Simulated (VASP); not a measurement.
# Co2Ru (Fd-3m) in VASP: notebook

Co2Ru is run at these levels: PBE; tasks: single point.

Everything below comes from runs of VASP 6.6.1. Logs are shortened: lines on timing, memory, paths and dates and some standing lists are left out, and cuts for length are marked.

### Step 1. The cell of the first run

Symmetry: Fd-3m, No. 227, cubic system. Conventional cell: a = 6.436 Å, b = 6.436 Å, c = 6.436 Å, α = 90.00°, β = 90.00°, γ = 90.00°. Co (site symmetry -3m) has 6 Co at 2.28 Å and 6 Ru at 2.67 Å within 3.0 Å. Ru (site symmetry -43m) has 12 Co at 2.67 Å and 4 Ru at 2.79 Å within 3.5 Å.

### Step 2. Single point, PBE, collinear spin, ferromagnetic start

INCAR reads:

```
ALGO = Normal ; EDIFF = 1E-7
ENCUT = 520 ; GGA = PE
ISIF = 2 ; ISMEAR = 0
ISPIN = 2 ; LASPH = True
LCHARG = True ; LELF = True
LMAXMIX = 4 ; LORBIT = 11
LREAL = False ; LVHAR = True
LWAVE = False ; MAGMOM = 3 3 3 3 0 0
NBANDS = 45 ; NELM = 150
PREC = Accurate ; SIGMA = 0.1
```

KPOINTS reads:

```
k-points
0
Gamma
  6 6 6
```

POSCAR reads:

```
Co2Ru
1.0
    0.0000000000      3.2177536168      3.2177536168
    3.2177536168      0.0000000000      3.2177536168
    3.2177536168      3.2177536168      0.0000000000
Co Ru
4 2
Direct
    0.6250000000      0.6250000000      0.6250000000
    0.1250000000      0.6250000000      0.6250000000
    0.6250000000      0.6250000000      0.1250000000
    0.6250000000      0.1250000000      0.6250000000
    0.0000000000      0.0000000000      0.0000000000
    0.2500000000      0.2500000000      0.2500000000
```

Potentials or basis: VASP PAW PBE potentials, release 64 (Co, Ru_pv).

Started as:

```sh
$ cat potpaw_PBE.64/Co/POTCAR potpaw_PBE.64/Ru_pv/POTCAR > POTCAR
$ mpirun -np 1 vasp_std > vasp.out
```

OUTCAR:

```text
EDIFF = 1E-7
   ENCUT = 520
   GGA = PE
   ISIF = 2
   ISMEAR = 0
   ISPIN = 2
   LASPH = True
   LORBIT = 11
   LREAL = False
   NELM = 150
   PREC = Accurate

 ion  position               nearest neighbor table
   1  0.625  0.625  0.625-   2 2.28   3 2.28   4 2.28   3 2.28   4 2.28   2 2.28   6 2.67   5 2.67
                             6 2.67   5 2.67   6 2.67   5 2.67
   2  0.125  0.625  0.625-   1 2.28   3 2.28   4 2.28   1 2.28   3 2.28   4 2.28   5 2.67   6 2.67
                             5 2.67   5 2.67   6 2.67   6 2.67
   3  0.625  0.625  0.125-   1 2.28   1 2.28   2 2.28   4 2.28   4 2.28   2 2.28   6 2.67   5 2.67
                             6 2.67   5 2.67   6 2.67   5 2.67
   4  0.625  0.125  0.625-   1 2.28   3 2.28   1 2.28   2 2.28   3 2.28   2 2.28   5 2.67   6 2.67
                             5 2.67   6 2.67   6 2.67   5 2.67
   5  0.000  0.000  0.000-   1 2.67   3 2.67   4 2.67   1 2.67   2 2.67   3 2.67   1 2.67   2 2.67
                             4 2.67   2 2.67   3 2.67   4 2.67   6 2.79   6 2.79   6 2.79   6 2.79
   6  0.250  0.250  0.250-   2 2.67   3 2.67   4 2.67   1 2.67   2 2.67   4 2.67   1 2.67   2 2.67
                             3 2.67   1 2.67   3 2.67   4 2.67   5 2.79   5 2.79   5 2.79   5 2.79

  LATTYP: Found a face centered cubic cell.
 ALAT       =     6.4355072336

  Lattice vectors:

 A1 = (   0.0000000000,   3.2177536168,   3.2177536168)
 A2 = (   3.2177536168,   0.0000000000,   3.2177536168)
 A3 = (   3.2177536168,   3.2177536168,   0.0000000000)

Analysis of symmetry for initial positions (statically):
=====================================================================
 Subroutine PRICEL returns:
 Original cell was already a primitive cell.

 Routine SETGRP: Setting up the symmetry group for a
 face centered cubic supercell.

 Subroutine GETGRP returns: Found 48 space group operations
 (whereof 24 operations were pure point group operations)
 out of a pool of 48 trial point group operations.

The static configuration has the point symmetry T_d .
 The point group associated with its full space group is O_h .

Analysis of symmetry for dynamics (positions and initial velocities):
=====================================================================
 Subroutine PRICEL returns:
 Original cell was already a primitive cell.

 Routine SETGRP: Setting up the symmetry group for a
 face centered cubic supercell.

 Subroutine GETGRP returns: Found 48 space group operations
 (whereof 24 operations were pure point group operations)
 out of a pool of 48 trial point group operations.

The dynamic configuration has the point symmetry T_d .
 The point group associated with its full space group is O_h .

Analysis of structural, dynamic, and magnetic symmetry:
[... 155 lines left out ...]
  ---------------------------------------------------
  ext. energy  EPLUGINS =         0.00000000
  ---------------------------------------------------
  free energy    TOTEN  =       -45.11501933 eV

  energy without entropy =      -45.05668107  energy(sigma->0) =      -45.08585020

 E-fermi :  12.3075     XC(G=0): -14.0303

 val. band max:       12.3038029459   @ k =  -0.3333   0.1667   0.0000
 cond. band min:      12.3117350479   @ k =   0.3333   0.1667   0.0000
 fundamental gap:      0.0079321021
 Fermi energy:        12.3075477327

 spin component 1

 k-point     1 :       0.0000    0.0000    0.0000
  band No.  band energies     occupation
      1     -30.8139      1.00000
      2     -30.8139      1.00000
      3     -30.8139      1.00000
      4     -30.6108      1.00000
      5     -30.6108      1.00000
      6     -30.6108      1.00000
[... 741 lines left out ...]
     43      22.4182      0.00000
     44      22.4182      0.00000
 Fermi energy:        12.3075477327

 spin component 2

 k-point     1 :       0.0000    0.0000    0.0000
  band No.  band energies     occupation
      1     -30.5248      1.00000
      2     -30.5248      1.00000
      3     -30.5248      1.00000
      4     -30.3208      1.00000
      5     -30.3208      1.00000
      6     -30.3208      1.00000
[... 741 lines left out ...]
     43      22.8781      0.00000
     44      22.8782      0.00000
 [bands above 44 left out]

------------------------ aborting loop because EDIFF is reached ----------------------------------------

  FORCE on cell =-STRESS in cart. coord.  units (eV):
  Direction    XX          YY          ZZ          XY          YZ          ZX
  --------------------------------------------------------------------------------------
  -------------------------------------------------------------------------------------
  Total        8.6908505      8.6908505      8.6908505      0.0000000     -0.0000000     -0.0000000
  in kB      208.9702708    208.9702708    208.9702708      0.0000000     -0.0000000     -0.0000000
  external PRESSURE =     208.9702708 kB  Pullay stress =       0.0000000 kB

 VOLUME and BASIS-vectors are now :
 -----------------------------------------------------------------------------
  energy-cutoff  :      520.00
  volume of cell :       66.63
      direct lattice vectors                 reciprocal lattice vectors
     0.000000000  3.217753617  3.217753617    -0.155387907  0.155387907  0.155387907
     3.217753617  0.000000000  3.217753617     0.155387907 -0.155387907  0.155387907
     3.217753617  3.217753617  0.000000000     0.155387907  0.155387907 -0.155387907

 POSITION                                       TOTAL-FORCE (eV/Angst)
 -----------------------------------------------------------------------------------
      4.02219      4.02219      4.02219        -0.000000     -0.000000      0.000000
      4.02219      2.41332      2.41332        -0.000000     -0.000000      0.000000
      2.41332      2.41332      4.02219        -0.000000     -0.000000      0.000000
      2.41332      4.02219      2.41332        -0.000000     -0.000000      0.000000
      0.00000      0.00000      0.00000         0.000000      0.000000      0.000000
      1.60888      1.60888      1.60888        -0.000000     -0.000000     -0.000000
 -----------------------------------------------------------------------------------
    total drift:                                0.000000      0.000000      0.000000

  FREE ENERGIE OF THE ION-ELECTRON SYSTEM (eV)
  ---------------------------------------------------
  free  energy   TOTEN  =       -45.1150193342 eV

  energy  without entropy=      -45.0566810651  energy(sigma->0) =      -45.08585020

 total charge

# of ion       s       p       d       tot
------------------------------------------
    1        0.554   0.650   7.347   8.551
    2        0.554   0.650   7.347   8.551
    3        0.554   0.650   7.347   8.551
    4        0.554   0.650   7.347   8.551
    5        0.366   6.277   5.927  12.570
    6        0.366   6.277   5.927  12.570
--------------------------------------------------
tot          2.948  15.156  41.241  59.345

 magnetization (x)

# of ion       s       p       d       tot
------------------------------------------
    1       -0.007  -0.027   1.626   1.593
    2       -0.007  -0.027   1.626   1.593
    3       -0.007  -0.027   1.626   1.593
    4       -0.007  -0.027   1.626   1.593
    5       -0.008  -0.021   0.358   0.329
    6       -0.008  -0.021   0.358   0.329
--------------------------------------------------
tot         -0.043  -0.149   7.221   7.029
```

OSZICAR:

```text
N       E                     dE             d eps       ncg     rms          rms(c)
DAV:   1     0.666900332285E+03    0.66690E+03   -0.29960E+04  2920   0.185E+03
DAV:   2     0.484128583273E+01   -0.66206E+03   -0.62962E+03  2880   0.467E+02
[... 11 lines left out ...]
DAV:  14    -0.451150132475E+02    0.28725E-04   -0.15714E-04  4149   0.112E-01    0.615E-02
DAV:  15    -0.451150253084E+02   -0.12061E-04   -0.23329E-05  3656   0.505E-02    0.471E-02
DAV:  16    -0.451150186206E+02    0.66878E-05   -0.12692E-05  4130   0.475E-02    0.355E-03
DAV:  17    -0.451150190299E+02   -0.40927E-06   -0.18894E-06  3361   0.964E-03    0.653E-03
DAV:  18    -0.451150193799E+02   -0.35005E-06   -0.28145E-07  2305   0.718E-03    0.867E-04
DAV:  19    -0.451150193342E+02    0.45685E-07   -0.65195E-08  1930   0.216E-03
   1 F= -.45115019E+02 E0= -.45085850E+02  d E =-.583383E-01  mag=     7.0508
```

stdout:

```text
POSCAR found type information on POSCAR CoRu
 POSCAR found :  2 types and       6 ions
 scaLAPACK will be used
 LDA part: xc-table for (Slater+PW92), standard interpolation
 POSCAR, INCAR and KPOINTS ok, starting setup
 FFT: planning ... GRIDC
 FFT: planning ... GRID_SOFT
 FFT: planning ... GRID
 WAVECAR not read
 entering main loop
```

Wall time 1.8 min (1 thread of AMD EPYC 9R45 (Zen 5), shared host); peak memory 0.24 GiB.

Results:

```
Free energy                                           : -45.1150 eV
Pressure                                              : 20.9 GPa
Net moment                                            : 7.05 μB per cell
Site moments                                          : Co +1.59; Ru +0.33 μB
Valence electrons inside the program's atomic spheres : Co 8.55; Ru 12.57
```

Caveat: the cell stands under pressure.

### Step 3. Single point, PBE, collinear spin, ferromagnetic start

This run uses another cell than the first one, of 12.07 Å³/atom.

INCAR reads:

```
SYSTEM = Co2Ru
ALGO     = Normal         ! electronic algorithm
EDIFF    = 1E-6           ! SCF threshold, eV
ENCUT    = 520            ! plane-wave cutoff, eV
GGA      = PE             ! functional
ISIF     = 2              ! what is computed and relaxed
ISMEAR   = 0              ! smearing method
ISPIN    = 2              ! spin polarisation
LASPH    = .TRUE.         ! aspherical terms in the spheres
LCHARG   = .FALSE.        ! write CHGCAR
LMAXMIX  = 4              ! l up to which the mixer works
LORBIT   = 11             ! projections on sites
LREAL    = .FALSE.        ! projectors in reciprocal space
LWAVE    = .FALSE.        ! write WAVECAR
MAGMOM   = 1.82 1.82 1.82 1.82 0.39 0.39 ! initial moments
NBANDS   = 45             ! bands
NELM     = 150            ! most SCF steps
PREC     = Accurate       ! precision mode
SIGMA    = 0.1            ! smearing width, eV
```

KPOINTS reads:

```
k-points
0
G
  6 6 6
  0 0 0
```

Edit POSCAR of step 2 so:

```diff
@@ -2,5 +2,5 @@
 1.0
-    0.0000000000      3.2177536168      3.2177536168
-    3.2177536168      0.0000000000      3.2177536168
-    3.2177536168      3.2177536168      0.0000000000
+    0.0000000000      3.3085464304      3.3085464304
+    3.3085464304      0.0000000000      3.3085464304
+    3.3085464304      3.3085464304      0.0000000000
 Co Ru
```

Potentials or basis: VASP PAW PBE potentials, release 64 (Co, Ru_pv).

Started as:

```sh
$ cat potpaw_PBE.64/Co/POTCAR potpaw_PBE.64/Ru_pv/POTCAR > POTCAR
$ mpirun -np 1 vasp_std > vasp.out
```

Wall time 94 s (1 thread of AMD EPYC 9R45 (Zen 5), shared host); peak memory 0.24 GiB.

It converged, with:

- Free energy: -45.4449 eV
- Pressure: -0.8 GPa
- Net moment: 8.34 μB per cell
- Site moments: Co +1.75; Ru +0.67 μB
- Valence electrons inside the program's atomic spheres: Co 8.35; Ru 12.45

Levels at points of the mesh, in eV from the Fermi level:
Spin up:
```csv
k point,band 32,band 33,band 34,band 35,band 36,band 37,band 38,band 39,band 40,band 41
"(0.00, 0.00, 0.00)",-1.00,-0.48,-0.48,-0.48,0.16,0.16,1.02,4.93,4.93,4.93
"(0.50, 0.00, 0.00)",-0.91,-0.80,-0.54,-0.54,-0.48,0.27,0.27,2.30,3.34,3.34
"(0.50, 0.50, 0.00)",-1.22,-0.62,-0.62,0.04,0.04,0.10,0.10,1.31,1.31,3.65
```
Spin down:
```csv
k point,band 24,band 25,band 26,band 27,band 28,band 29,band 30,band 31
"(0.00, 0.00, 0.00)",-1.12,-0.64,-0.64,0.05,0.05,0.05,0.67,0.67
"(0.50, 0.00, 0.00)",-1.05,-0.70,-0.70,-0.35,-0.26,-0.26,-0.02,0.26
"(0.50, 0.50, 0.00)",-1.37,-0.64,-0.64,-0.15,-0.15,-0.03,-0.03,0.44
```
